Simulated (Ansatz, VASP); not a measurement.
## One calculation of Se, two programs

```
CELL_PARAMETERS angstrom
-1.65578 1.65578 1.65578
1.65578 -1.65578 1.65578
1.65578 1.65578 -1.65578
ATOMIC_POSITIONS crystal
Se 0.00000 0.00000 0.00000
```

Alike in both runs: task single point; functional LDA; k mesh 15 × 15 × 15; occupations fermi-dirac, width 0.1 eV; no spin polarisation.

```csv
,VASP,Ansatz
version,VASP 6.6.1,Ansatz 0.2.0
potentials or method,"VASP PAW LDA potentials, release 64 (Se), cutoff 520 eV","plane waves (420 eV) with PAW, scalar-relativistic"
valence electrons in the cell,6,16
```

```tsv
	VASP	Ansatz	Ansatz less VASP
pressure (GPa)	4.6	4.4	-0.20
```

Ansatz warns that its potentials were made for another functional, while VASP's fit it. LDA's correlation is that of Perdew and Zunger in VASP and of Perdew and Wang (1992) in Ansatz. VASP's potentials hold 6 valence electrons a cell and Ansatz's 16, so a difference there can come from the potentials and not from the codes.
